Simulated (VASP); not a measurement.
# N (P4_2/mnm) in VASP: further runs, part 2 of 2

VASP 6.6.1.

## Step 5: Single point, PBE-based screened hybrid with 25 % exact exchange

File POSCAR:

```
N
1.0
    4.0840619700      0.0000000000      0.0000000000
    0.0000000000      4.0840619700      0.0000000000
    0.0000000000      0.0000000000      5.3459132500
N
4
Direct
    0.4042752000      0.5957248000      0.5000000000
    0.0957248000      0.0957248000      0.0000000000
    0.5957248000      0.4042752000      0.5000000000
    0.9042752000      0.9042752000      0.0000000000
```

File INCAR.step1:

```
SYSTEM = N
PREC = Accurate
ENCUT = 520
EDIFF = 1E-5
ISMEAR = -1
SIGMA = 0.05
LREAL = .False.
LASPH = .True.
NELM = 80
ALGO = Normal
ISIF = 2
LWAVE = .True.
NBANDS = 18
GGA = PE
```

File INCAR.step2:

```
SYSTEM = N
PREC = Accurate
ENCUT = 520
EDIFF = 1E-7
ISMEAR = -1
SIGMA = 0.05
LREAL = .False.
LASPH = .True.
NELM = 80
ALGO = Normal
ISIF = 2
LWAVE = .False.
LCHARG = .True.
GGA = PE
LHFCALC = .True.
AEXX = 0.25
HFSCREEN = 0.6
PRECFOCK = Normal
LELF = .True.
LVHAR = .True.
NBANDS = 18
ISTART = 1
```

File KPOINTS:

```
regular mesh
0
Gamma
  4 4 3
  0 0 0
```

Potentials or basis: VASP PAW PBE potentials, release 64 (N).

Launch:

```sh
cat potpaw_PBE.64/N/POTCAR > POTCAR
cp INCAR.step1 INCAR
mpirun -np 1 vasp_std > vasp.out
cp INCAR.step2 INCAR
mpirun -np 1 vasp_std > vasp.out
```

OUTCAR:

```text
SYSTEM = N
   PREC = Accurate
   ENCUT = 520
   EDIFF = 1E-7
   ISMEAR = -1
   LREAL = .False.
   LASPH = .True.
   NELM = 80
   ISIF = 2
   GGA = PE
   LHFCALC = .True.
   AEXX = 0.25
   HFSCREEN = 0.6
   PRECFOCK = Normal
   ISTART = 1

 ion  position               nearest neighbor table
   1  0.404  0.596  0.500-   3 1.11
   2  0.096  0.096  0.000-   4 1.11
   3  0.596  0.404  0.500-   1 1.11
   4  0.904  0.904  0.000-   2 1.11
[... 445 lines left out ...]

  FORCE on cell =-STRESS in cart. coord.  units (eV):
  Direction    XX          YY          ZZ          XY          YZ          ZX
  --------------------------------------------------------------------------------------
  -------------------------------------------------------------------------------------
  Total       -0.1789033     -0.1789033      0.1379343     -0.0000000      0.0000000      0.0000000
  in kB       -3.2145654     -3.2145654      2.4784286     -0.0000000      0.0000000      0.0000000
  external PRESSURE =      -1.3169007 kB  Pullay stress =       0.0000000 kB

 VOLUME and BASIS-vectors are now :
 -----------------------------------------------------------------------------
  energy-cutoff  :      520.00
  volume of cell :       89.17
      direct lattice vectors                 reciprocal lattice vectors
     4.084061970  0.000000000  0.000000000     0.244854267  0.000000000  0.000000000
     0.000000000  4.084061970  0.000000000     0.000000000  0.244854267  0.000000000
     0.000000000  0.000000000  5.345913250     0.000000000  0.000000000  0.187058778

 POSITION                                       TOTAL-FORCE (eV/Angst)
 -----------------------------------------------------------------------------------
      1.65108      2.43298      2.67296         0.186250     -0.186250      0.000000
      0.39095      0.39095      0.00000        -0.186250     -0.186250      0.000000
      2.43298      1.65108      2.67296        -0.186250      0.186250      0.000000
      3.69312      3.69312      0.00000         0.186250      0.186250     -0.000000
 -----------------------------------------------------------------------------------
    total drift:                                0.000000     -0.000000      0.000000

  FREE ENERGIE OF THE ION-ELECTRON SYSTEM (eV)
  ---------------------------------------------------
  free  energy   TOTEN  =       -37.4049166438 eV

  energy  without entropy=      -37.4049166438  energy(sigma->0) =      -37.40491664
```

OSZICAR.step1:

```text
N       E                     dE             d eps       ncg     rms          rms(c)
DAV:   1     0.900516086435E+02    0.90052E+02   -0.86409E+03   432   0.918E+02
DAV:   2    -0.278159318443E+02   -0.11787E+03   -0.11448E+03   554   0.217E+02
DAV:   3    -0.349158079375E+02   -0.70999E+01   -0.70387E+01   492   0.561E+01
DAV:   4    -0.349740690114E+02   -0.58261E-01   -0.58224E-01   506   0.611E+00
DAV:   5    -0.349746168397E+02   -0.54783E-03   -0.54770E-03   502   0.536E-01    0.112E+01
DAV:   6    -0.336262878471E+02    0.13483E+01   -0.15596E+00   460   0.839E+00    0.645E+00
DAV:   7    -0.333223376266E+02    0.30395E+00   -0.10321E+00   518   0.683E+00    0.179E+00
DAV:   8    -0.333147658070E+02    0.75718E-02   -0.72552E-02   462   0.199E+00    0.239E-01
DAV:   9    -0.333142790502E+02    0.48676E-03   -0.30273E-03   476   0.398E-01    0.109E-01
DAV:  10    -0.333143702525E+02   -0.91202E-04   -0.15669E-04   460   0.117E-01    0.333E-02
DAV:  11    -0.333143685514E+02    0.17012E-05   -0.69466E-06   382   0.250E-02
   1 F= -.33314369E+02 E0= -.33314369E+02  d E =-.511957E-10
```

It took 7.4 min on 1 thread of Intel Xeon Platinum 8259CL at 2.50GHz (Skylake/Cascade Lake), shared host; peak memory 0.29 GiB.

What came out:

- Free energy: -37.4049 eV
- Pressure: -0.1 GPa
- Largest force: 0.263 eV/Å
- Band gap on the k mesh: 8.09 eV (least direct gap 8.29 eV)

Forces in eV/Å, atoms in the order of the input:
```
N    0.186 -0.186  0.000
N   -0.186 -0.186  0.000
N   -0.186  0.186  0.000
N    0.186  0.186  0.000
```

Levels at points of the mesh, in eV from the valence-band top:
| k point | band 6 | band 7 | band 8 | band 9 | band 10 | band 11 | band 12 | band 13 | band 14 | band 15 |
| --- | --- | --- | --- | --- | --- | --- | --- | --- | --- | --- |
| (0.00, 0.00, 0.00) | -1.11 | -1.11 | -1.01 | -0.97 | -0.20 | 8.09 | 9.08 | 9.49 | 9.49 | 12.04 |
| (0.50, 0.00, 0.00) | -1.34 | -1.31 | -1.31 | -0.21 | -0.21 | 9.23 | 9.23 | 9.25 | 9.25 | 13.06 |
| (0.50, 0.50, 0.00) | -1.48 | -1.26 | -1.26 | -0.03 | -0.03 | 8.98 | 8.98 | 10.12 | 10.12 | 13.32 |

Caveat: the standard files for N, O and F lose accuracy on very short bonds; this functional lacks dispersion, which holds the molecules together, so the pressure and a relaxed volume are unreliable; the PAW data sets were made with another functional, which shifts forces and pressure a little.

## Step 6: Overview

```csv
level,share of exact exchange,screening parameter,gap on the mesh (eV),pressure (GPa),largest force (eV/Å)
r2SCAN-based global hybrid with 15 % exact exchange,0.15,-,9.27,-1.1,0.69
r2SCAN-based global hybrid with 25 % exact exchange,0.25,-,10.39,-1.9,1.24
PBE-based screened hybrid with 25 % exact exchange,0.25,0.4 1/Å,8.56,-0.4,0.49
PBE-based screened hybrid with 25 % exact exchange,0.25,0.6 1/Å,8.09,-0.1,0.26
```

Alike in all rows: task single point; potentials or basis VASP PAW PBE potentials, release 64 (N); no spin polarisation; cell as given; k mesh 4 × 4 × 3; cutoff (eV) 520; smearing fermi-dirac 0.05 eV.

On the cell as given the gap runs from 8.09 eV (PBE-based screened hybrid with 25 % exact exchange) to 10.39 eV (r2SCAN-based global hybrid with 25 % exact exchange). The pressure there spans -1.9 GPa (r2SCAN-based global hybrid with 25 % exact exchange) to -0.1 GPa (PBE-based screened hybrid with 25 % exact exchange); a positive pressure means that this level wants a larger cell, a negative one a smaller.

Caveats: the standard files for N, O and F lose accuracy on very short bonds; the PAW data sets were made with another functional, which shifts forces and pressure a little; this functional lacks dispersion, which holds the molecules together, so the pressure and a relaxed volume are unreliable (at least some runs).

Total energies depend on the potentials used, so only differences within one code and one set of settings carry meaning.
